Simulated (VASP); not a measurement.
Ta4O:

```
Ta O
1.0
     3.25750    0.00000    0.00000
     0.00000    3.25750    0.00000
     0.00000    0.00000    7.40934
Ta O
4 1
Direct
  0.00000 0.00000 0.00000
  0.50000 0.50000 0.21684
  0.50000 0.50000 0.78316
  0.00000 0.00000 0.50000
  0.50000 0.50000 0.50000
```

Base run:

* Program: VASP 6.6.1
* Functional: PBEsol
* Potentials or basis: VASP PAW PBE potentials, release 64 (Ta_pv, O)
* Cutoff: 520 eV
* k mesh: 8 × 8 × 4
* Occupations: fermi-dirac, width 0.05 eV
* Spin: no spin polarisation
* Hubbard terms: Ta d U = 4.0 eV

Its results: band gap on the k mesh zero (band 25 reaches 7.22 eV, above the bottom of band 26 at 6.40 eV); pressure 4.3 GPa; largest force 0.437 eV/Å.

Question: After a change of settings the same cell gave: band gap on the k mesh zero (band 25 reaches 6.76 eV, above the bottom of band 26 at 5.95 eV); pressure -4.9 GPa; largest force 0.095 eV/Å. Which change was it?
A. potentials or basis from VASP PAW PBE potentials, release 64 (Ta_pv, O) to VASP PAW PBE potentials, release 64 (Ta_sv_GW, O); cutoff from 520 eV to 600 eV; further incar settings from ALGO = Normal; EDIFF = 1e-06; NBANDS = 33 to ALGO = Normal; EDIFF = 1e-06; NBANDS = 37; valence electrons from 50 to 58
B. hubbard terms from Ta d U = 4.0 eV to Ta d U = 1.0 eV
C. hubbard terms from Ta d U = 4.0 eV to none; further incar settings from ALGO = Normal; EDIFF = 1e-06; NBANDS = 33 to ALGO = Normal; EDIFF = 1e-07; NBANDS = 33
D. hubbard terms from Ta d U = 4.0 eV to Ta d U = 2.0 eV

Answer: B.

Caveats: the PAW data sets were made with another functional, which shifts forces and pressure a little; spin-orbit coupling is left out, which moves the levels of the heavy elements; U without spin polarisation on a metal has little footing.
